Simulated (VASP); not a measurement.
# In4P in VASP: notebook, part 2 of 2

VASP 6.6.1.

## (3) Single point, PBE

This run uses another cell than the first one, of 28.72 Å³/atom, 1.026 times its volume.

File INCAR:

```
SYSTEM = In4P
PREC = Accurate
ENCUT = 520
EDIFF = 1E-6
ISMEAR = 0
SIGMA = 0.1
LREAL = .False.
LASPH = .True.
NELM = 100
ALGO = Normal
ISIF = 2
LWAVE = .False.
LCHARG = .False.
GGA = PE
NBANDS = 36
```

File KPOINTS:

```
regular mesh
0
Gamma
  8 8 8
  0 0 0
```

File POSCAR:

```
In4P
1.0
   -3.2990269992      3.2990269992      3.2990269992
    3.2990269992     -3.2990269992      3.2990269992
    3.2990269992      3.2990269992     -3.2990269992
In P
4 1
Direct
    0.0000000000      0.0000000000      0.5000000000
    0.5000000000      0.0000000000      0.0000000000
    0.0000000000      0.5000000000      0.0000000000
    0.5000000000      0.5000000000      0.5000000000
    0.0000000000      0.0000000000      0.0000000000
```

Potentials or basis: VASP PAW PBE potentials, release 64 (In_d, P).

The run is started by

```console
$ cat potpaw_PBE.64/In_d/POTCAR potpaw_PBE.64/P/POTCAR > POTCAR
$ mpirun -np 1 vasp_std > vasp.out
```

OUTCAR:

```text
SYSTEM = In4P
   PREC = Accurate
   ENCUT = 520
   EDIFF = 1E-6
   ISMEAR = 0
   LREAL = .False.
   LASPH = .True.
   NELM = 100
   ISIF = 2
   GGA = PE

 ion  position               nearest neighbor table
   1  0.000  0.000  0.500-   5 2.86   5 2.86   4 3.30   2 3.30   3 3.30   3 3.30   2 3.30   4 3.30

   2  0.500  0.000  0.000-   5 2.86   5 2.86   4 3.30   1 3.30   4 3.30   3 3.30   1 3.30   3 3.30

   3  0.000  0.500  0.000-   5 2.86   5 2.86   4 3.30   1 3.30   2 3.30   1 3.30   4 3.30   2 3.30

   4  0.500  0.500  0.500-   5 2.86   5 2.86   3 3.30   1 3.30   2 3.30   3 3.30   1 3.30   2 3.30

   5  0.000  0.000  0.000-   1 2.86   2 2.86   3 2.86   4 2.86   1 2.86   3 2.86   2 2.86   4 2.86

  LATTYP: Found a body centered cubic cell.
 ALAT       =     6.5980539984

  Lattice vectors:

 A1 = (  -3.2990269992,   3.2990269992,   3.2990269992)
 A2 = (   3.2990269992,  -3.2990269992,   3.2990269992)
 A3 = (   3.2990269992,   3.2990269992,  -3.2990269992)

Analysis of symmetry for initial positions (statically):
=====================================================================
 Subroutine PRICEL returns:
 Original cell was already a primitive cell.

 Routine SETGRP: Setting up the symmetry group for a
 body centered cubic supercell.

 Subroutine GETGRP returns: Found 48 space group operations
 (whereof 48 operations were pure point group operations)
 out of a pool of 48 trial point group operations.

The static configuration has the point symmetry O_h .

Analysis of symmetry for dynamics (positions and initial velocities):
=====================================================================
 Subroutine PRICEL returns:
 Original cell was already a primitive cell.

 Routine SETGRP: Setting up the symmetry group for a
 body centered cubic supercell.

 Subroutine GETGRP returns: Found 48 space group operations
 (whereof 48 operations were pure point group operations)
 out of a pool of 48 trial point group operations.

The dynamic configuration has the point symmetry O_h .

 Subroutine INISYM returns: Found 48 space group operations
 (whereof 48 operations are pure point group operations),
 and found     1 'primitive' translations

----------------------------------------------------------------------------------------

                                     Primitive cell

  volume of cell :     143.6209

  direct lattice vectors                    reciprocal lattice vectors
    -3.299026999  3.299026999  3.299026999     0.000000000  0.151559839  0.151559839
     3.299026999 -3.299026999  3.299026999     0.151559839  0.000000000  0.151559839
     3.299026999  3.299026999 -3.299026999     0.151559839  0.151559839  0.000000000

  length of vectors
     5.714082378  5.714082378  5.714082378     0.214337979  0.214337979  0.214337979

  position of ions in fractional coordinates (direct lattice)
     0.000000000  0.000000000  0.500000000
     0.500000000  0.000000000  0.000000000
     0.000000000  0.500000000  0.000000000
     0.500000000  0.500000000  0.500000000
     0.000000000  0.000000000  0.000000000

  ion indices of the primitive-cell ions
   primitive index   ion index
                 1           1
                 2           2
                 3           3
                 4           4
                 5           5

----------------------------------------------------------------------------------------
[... 30 lines left out ...]
  0.375000  0.000000  0.000000     12.000000
  0.500000  0.000000  0.000000      6.000000
  0.125000  0.125000  0.000000     24.000000
[... 16 lines left out ...]
 -0.250000  0.250000  0.250000      6.000000
 -0.375000  0.375000  0.250000     24.000000
 [... further k-points ...]
   k-points           NKPTS =     29   k-points in BZ     NKDIM =     29   number of bands    NBANDS=     36
   number of dos      NEDOS =    301   number of ions     NIONS =      5
   total plane-waves  NPLWV =  74088
   dimension x,y,z NGX =    42 NGY =   42 NGZ =   42
   dimension x,y,z NGXF=    84 NGYF=   84 NGZF=   84
   ions per type =               4   1
   NGX,Y,Z   is equivalent  to a cutoff of  12.22, 12.22, 12.22 a.u.
   NGXF,Y,Z  is equivalent  to a cutoff of  24.44, 24.44, 24.44 a.u.
 SYSTEM =  In4P
   PREC   = accura    normal or accurate (medium, high low for compatibility)
   ISTART =      0    job   : 0-new  1-cont  2-samecut
   ICHARG =      2    charge: 1-file 2-atom 10-const
   ISPIN  =      1    spin polarized calculation?
   LNONCOLLINEAR =      F non collinear calculations
   LSORBIT =      F    spin-orbit coupling
   LASPH  =      T    aspherical Exc in radial PAW
   ENCUT  =  520.0 eV  38.22 Ry    6.18 a.u.  10.62 10.62 10.62*2*pi/ulx,y,z
   NELM   =    100;   NELMIN=  2; NELMDL= -5     # of ELM steps
   EDIFF  = 0.1E-05   stopping-criterion for ELM
   LREAL  =      F    real-space projection
   EDIFFG = 0.1E-04   stopping-criterion for IOM
   NSW    =      0    number of steps for IOM
   IBRION =     -1    ionic relax: 0-MD 1-quasi-New 2-CG
   NFREE  =      0    steps in history (QN), initial steepest desc. (CG)
   ISIF   =      2    stress and relaxation
   ISYM   =      2    0-nonsym 1-usesym 2-fastsym
   POTIM  = 0.5000    time-step for ionic-motion
   TEBEG  =    0.0;   TEEND  =   0.0 temperature during run
   PSTRESS=    0.0 pullay stress
   NELECT =      57.0000    total number of electrons
   NUPDOWN=      -1.0000    fix difference up-down
   EMIN   =  10.00;   EMAX   =-10.00  energy-range for DOS
   EFERMI =   0.00;   METHOD = LEGACY
   ISMEAR =     0;   SIGMA  =   0.10  broadening in eV -4-tet -1-fermi 0-gaus
   EFERMI_NEDOS =   21; number of points for ismear=-14 and -15
   IALGO  =     38    algorithm
   IMIX   =      4    mixing-type and parameters
     AMIX     =   0.40;   BMIX     =  1.00
     AMIX_MAG =   1.60;   BMIX_MAG =  1.00
  volume/ion in A,a.u.               =      28.72       193.84
  Fermi-wavevector in a.u.,A,eV,Ry     =   1.203078  2.273488 19.693039  1.447398
  Thomas-Fermi vector in A             =   2.338842
   LORBIT       =      0    0 simple, 1 ext, 2 COOP (PROOUT), +10 PAW based schemes
   GGA     = PE    functional components
   LHFCALC =     F    Hartree Fock is set to
   AEXX    =    0.0000 exact exchange contribution
   IVDW    =     0    specifies the selected vdW correction
   LEPSILON=     F    determine dielectric tensor
   LRPA    =     F    only Hartree local field effects (RPA)
 non-spin polarized calculation
 Gauss-broadening in eV      SIGMA  =   0.10
  energy-cutoff  :      520.00
  volume of cell :      143.62
 maximum number of plane-waves:      3925
   NGX = 21   NGY = 21   NGZ = 21

 number of electron      57.0000029 magnetization

 Free energy of the ion-electron system (eV)
  ---------------------------------------------------
  ext. energy  EPLUGINS =         0.00000000
  ---------------------------------------------------
  free energy    TOTEN  =       -14.50350803 eV

  energy without entropy =      -14.48480845  energy(sigma->0) =      -14.49415824

 E-fermi :   5.6401     XC(G=0):  -9.4016

 val. band max:        5.6274574544   @ k =   0.5000   0.0000   0.0000
 cond. band min:       5.6453863721   @ k =   0.3750   0.1250   0.0000
 fundamental gap:      0.0179289177
 Fermi energy:         5.6401198434

 k-point     1 :       0.0000    0.0000    0.0000
  band No.  band energies     occupation
      1      -9.1413      2.00000
      2      -9.0207      2.00000
      3      -9.0207      2.00000
      4      -8.8959      2.00000
      5      -8.8959      2.00000
      6      -8.8592      2.00000
[... 925 lines left out ...]
     35      10.5916      0.00000
     36      10.6154      0.00000

 [... further k-points ...]

------------------------ aborting loop because EDIFF is reached ----------------------------------------

  FORCE on cell =-STRESS in cart. coord.  units (eV):
  Direction    XX          YY          ZZ          XY          YZ          ZX
  --------------------------------------------------------------------------------------
  -------------------------------------------------------------------------------------
  Total       -0.0223452     -0.0223452     -0.0223452     -0.0000000     -0.0000000      0.0000000
  in kB       -0.2492736     -0.2492736     -0.2492736     -0.0000000     -0.0000000      0.0000000
  external PRESSURE =      -0.2492736 kB  Pullay stress =       0.0000000 kB

 VOLUME and BASIS-vectors are now :
 -----------------------------------------------------------------------------
  energy-cutoff  :      520.00
  volume of cell :      143.62
      direct lattice vectors                 reciprocal lattice vectors
    -3.299026999  3.299026999  3.299026999     0.000000000  0.151559839  0.151559839
     3.299026999 -3.299026999  3.299026999     0.151559839  0.000000000  0.151559839
     3.299026999  3.299026999 -3.299026999     0.151559839  0.151559839  0.000000000

 POSITION                                       TOTAL-FORCE (eV/Angst)
 -----------------------------------------------------------------------------------
      1.64951      1.64951     -1.64951        -0.000000      0.000000     -0.000000
     -1.64951      1.64951      1.64951         0.000000      0.000000      0.000000
      1.64951     -1.64951      1.64951         0.000000     -0.000000     -0.000000
      1.64951      1.64951      1.64951        -0.000000      0.000000     -0.000000
      0.00000      0.00000      0.00000         0.000000      0.000000      0.000000
 -----------------------------------------------------------------------------------
    total drift:                               -0.000000     -0.000000      0.000000

  FREE ENERGIE OF THE ION-ELECTRON SYSTEM (eV)
  ---------------------------------------------------
  free  energy   TOTEN  =       -14.5035080298 eV

  energy  without entropy=      -14.4848084457  energy(sigma->0) =      -14.49415824
```

OSZICAR:

```text
N       E                     dE             d eps       ncg     rms          rms(c)
DAV:   1     0.540525604290E+03    0.54053E+03   -0.26842E+04  2088   0.197E+03
DAV:   2     0.438111824354E+02   -0.49671E+03   -0.48908E+03  2088   0.477E+02
DAV:   3    -0.121830662632E+02   -0.55994E+02   -0.54914E+02  2436   0.184E+02
DAV:   4    -0.149623385398E+02   -0.27793E+01   -0.27593E+01  2488   0.424E+01
DAV:   5    -0.150694990676E+02   -0.10716E+00   -0.10714E+00  2888   0.738E+00    0.625E+00
DAV:   6    -0.144799570673E+02    0.58954E+00   -0.22827E+00  2776   0.928E+00    0.360E+00
DAV:   7    -0.145105188477E+02   -0.30562E-01   -0.43641E-01  2624   0.287E+00    0.159E+00
DAV:   8    -0.145047629089E+02    0.57559E-02   -0.51921E-02  2956   0.916E-01    0.571E-01
DAV:   9    -0.145034245420E+02    0.13384E-02   -0.20603E-02  2740   0.772E-01    0.195E-01
DAV:  10    -0.145034342429E+02   -0.97010E-05   -0.18542E-03  2488   0.376E-01    0.127E-01
DAV:  11    -0.145035165522E+02   -0.82309E-04   -0.66092E-04  3032   0.155E-01    0.213E-02
DAV:  12    -0.145035076303E+02    0.89219E-05   -0.11372E-04  2604   0.814E-02    0.110E-02
DAV:  13    -0.145035080298E+02   -0.39957E-06   -0.77001E-06  1808   0.140E-02
   1 F= -.14503508E+02 E0= -.14494158E+02  d E =-.186996E-01
```

stdout:

```text
POSCAR found type information on POSCAR InP
 POSCAR found :  2 types and       5 ions
 scaLAPACK will be used
 LDA part: xc-table for (Slater+PW92), standard interpolation
 POSCAR, INCAR and KPOINTS ok, starting setup
 FFT: planning ... GRIDC
 FFT: planning ... GRID_SOFT
 FFT: planning ... GRID
 WAVECAR not read
 entering main loop
```

It took 56 s on 1 thread of Intel Xeon 6975P-C (Granite Rapids), shared host; peak memory 0.31 GiB.

Results:

| Property | Result |
| --- | --- |
| Free energy | -14.5035 eV |
| Pressure | 0.0 GPa |

Levels at points of the mesh, in eV from the Fermi level:
```tsv
k point	band 25	band 26	band 27	band 28	band 29	band 30	band 31	band 32	band 33	band 34
(0.00, 0.00, 0.00)	-3.91	-2.75	-2.75	-2.75	-0.43	-0.43	-0.43	3.33	3.33	4.02
(0.50, 0.00, 0.00)	-3.77	-3.75	-0.01	0.14	0.36	0.91	1.38	2.45	2.66	2.91
(0.50, 0.50, 0.50)	-2.72	-2.72	0.56	0.87	0.87	0.87	1.03	1.03	1.03	1.90
```

Caveat: spin-orbit coupling is left out, which moves the levels of the heavy elements.

## (4) Relaxation of cell and atoms, PBE

File INCAR:

```
SYSTEM = In4P
PREC = Accurate ; ENCUT = 600
EDIFF = 1E-6 ; ISMEAR = 0
SIGMA = 0.1 ; LREAL = .FALSE.
LASPH = .TRUE. ; NELM = 60
ALGO = Normal ; ISIF = 3
LWAVE = .FALSE. ; LCHARG = .FALSE.
GGA = PE ; IBRION = 2
NSW = 100 ; EDIFFG = -0.01
```

File KPOINTS:

```
regular mesh
0
G
  8 8 8
  0 0 0
```

Edit POSCAR of step 3 so:

```diff
@@ -2,5 +2,5 @@
 1.0
-   -3.2990269992      3.2990269992      3.2990269992
-    3.2990269992     -3.2990269992      3.2990269992
-    3.2990269992      3.2990269992     -3.2990269992
+   -3.2711240096      3.2711240096      3.2711240096
+    3.2711240096     -3.2711240096      3.2711240096
+    3.2711240096      3.2711240096     -3.2711240096
 In P
```

The run is started by

```console
$ cat potpaw_PBE.64/In_d/POTCAR potpaw_PBE.64/P/POTCAR > POTCAR
$ mpirun -np 1 vasp_std > vasp.out
```

It took 2.8 min on 1 thread of Intel Xeon 6975P-C (Granite Rapids), shared host; peak memory 0.41 GiB.

It converged, with:

```yaml
Free_energy: -14.5032 eV
Relaxed_volume: 28.72 Å³/atom
Relaxed_cell: a = 5.714 Å, b = 5.714 Å, c = 5.714 Å, α = 109.47°, β = 109.47°, γ = 109.47°
Space_group_after_relaxing_to_0.05_Å: Im-3m (No. 229)
Energy_gained_by_relaxing: 1.8 meV/atom
Ionic_steps: 3
Pressure_after_relaxing: 0.0 GPa
```

The path:
```tsv
step	energy change (eV)	largest force (eV/Å)	pressure (GPa)	volume (Å³)
1	0.0000	0.0000	0.83	140.01
2	-0.0088	0.0000	0.13	142.98
3	-0.0091	0.0000	0.00	143.60
```

Final structure:
```
CELL_PARAMETERS angstrom
-3.29888 3.29888 3.29888
3.29888 -3.29888 3.29888
3.29888 3.29888 -3.29888
ATOMIC_POSITIONS crystal
In 0.00000 0.00000 0.50000
In 0.50000 0.00000 0.00000
In 0.00000 0.50000 0.00000
In 0.50000 0.50000 0.50000
P 0.00000 0.00000 0.00000
```

Levels at points of the mesh, in eV from the Fermi level:
| k point | band 27 | band 28 | band 29 | band 30 | band 31 | band 32 |
| --- | --- | --- | --- | --- | --- | --- |
| (0.00, 0.00, 0.00) | -2.75 | -2.75 | -0.43 | -0.43 | -0.43 | 3.33 |
| (0.50, 0.00, 0.00) | -0.01 | 0.14 | 0.36 | 0.91 | 1.38 | 2.45 |
| (0.50, 0.50, 0.50) | 0.56 | 0.87 | 0.87 | 0.87 | 1.03 | 1.03 |

Caveat: spin-orbit coupling is left out, which moves the levels of the heavy elements.

## (5) Summary

```tsv
task	cell	k mesh	cutoff (eV)	gap on the mesh (eV)	pressure (GPa)
single point	a = 5.666 Å, angles 109.5°, 5 atoms	4 × 4 × 4	520	none	-0.4
single point	a = 5.714 Å, angles 109.5°, 5 atoms	8 × 8 × 8	520	none	0.0
relaxation of cell and atoms	relaxed from a = 5.666 Å, angles 109.5°, 5 atoms	8 × 8 × 8	600	none	0.0
```

Alike in all rows: level PBE; potentials or basis VASP PAW PBE potentials, release 64 (In_d, P); no spin polarisation; smearing gaussian 0.1 eV.

Caveats: spin-orbit coupling is left out, which moves the levels of the heavy elements.

Total energies depend on the potentials used, so only differences within one code and one set of settings carry meaning.
